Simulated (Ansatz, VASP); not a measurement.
# SrTiO3 in VASP and in Ansatz

```xyz
5
Lattice="3.9053 0.0000 0.0000 0.0000 3.9053 0.0000 0.0000 0.0000 3.9053" Properties=species:S:1:pos:R:3 pbc="T T T"
Sr    1.9526    1.9526    1.9526
Ti    0.0000    0.0000    0.0000
O     1.9526    0.0000    0.0000
O     0.0000    1.9526    0.0000
O     0.0000    0.0000    1.9526
```

Alike in both runs: task relaxation of cell and atoms; functional r2SCAN; k mesh 8 × 8 × 8; occupations fermi-dirac, width 0.08 eV; no spin polarisation.

|  | VASP | Ansatz |
| --- | --- | --- |
| version | VASP 6.6.1 | Ansatz 0.2.0 |
| potentials or method | VASP PAW PBE potentials, release 64 (Sr_sv, Ti_sv, O) | PAW with Ansatz's default frozen-core files, scalar-relativistic |
| plane-wave cutoff (eV) | 600 | 500 |
| valence electrons in the cell | 40 | 40 |

|  | VASP | Ansatz | Ansatz less VASP |
| --- | --- | --- | --- |
| relaxed volume (Å³/atom) | 11.98 | 11.93 | -0.049 |
| relaxed length of the cell vector where the two differ most in proportion (Å) | 3.912 | 3.907 | -0.0054 |

VASP's potentials were made for PBE, not for r2SCAN.
